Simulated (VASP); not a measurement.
The system is Nb.

```xyz
1
Lattice="0.0000 2.2324 2.4709 1.6310 0.0000 2.4709 1.6310 2.2324 0.0000" Properties=species:S:1:pos:R:3 pbc="T T T"
Nb    0.0000    0.0000    0.0000
```

```yaml
Program: VASP 6.6.1
Task: relaxation of cell and atoms
Functional: PBE
Potentials_or_basis: VASP PAW PBE potentials, release 64 (Nb_sv)
Cutoff: 600 eV
k_mesh: 24 × 24 × 24
Occupations: gaussian, width 0.1 eV
Spin: no spin polarisation
```

At the start: pressure 1.3 GPa; volume 17.99 Å³/atom.

Q: How do energy, volume and symmetry change on relaxing?

A: Over 16 steps the energy falls by 12.9 meV/atom and the volume is 18.10 Å³/atom (+0.6 %); space group Fmmm (No. 69, to 0.1 Å) before, Im-3m (No. 229, to 0.1 Å).

Step by step:
```tsv
step	energy change (eV)	largest force (eV/Å)	pressure (GPa)	volume (Å³)
1	0.0000	0.0000	1.28	17.99
2	-0.0068	0.0000	-2.29	18.37
3	-0.0068	0.0000	-2.15	18.35
4	-0.0109	0.0000	0.05	18.10
5	-0.0110	0.0000	0.26	18.07
6	-0.0114	0.0000	0.09	18.10
7	-0.0124	0.0000	-0.57	18.16
8	-0.0126	0.0000	-0.79	18.18
9	-0.0128	0.0000	-0.42	18.14
10	-0.0129	0.0000	-0.07	18.10
11	-0.0129	0.0000	0.03	18.10
12	-0.0129	0.0000	-0.19	18.12
13	-0.0129	0.0000	-0.08	18.11
14	-0.0129	0.0000	-0.06	18.11
15	-0.0129	0.0000	-0.06	18.10
16	-0.0129	0.0000	-0.04	18.10
```

Final structure:
```
Nb
1.0
     0.00000    2.33827    2.34121
     1.65316    0.00000    2.34121
     1.65316    2.33827    0.00000
Nb
1
Direct
  0.00000 0.00000 0.00000
```
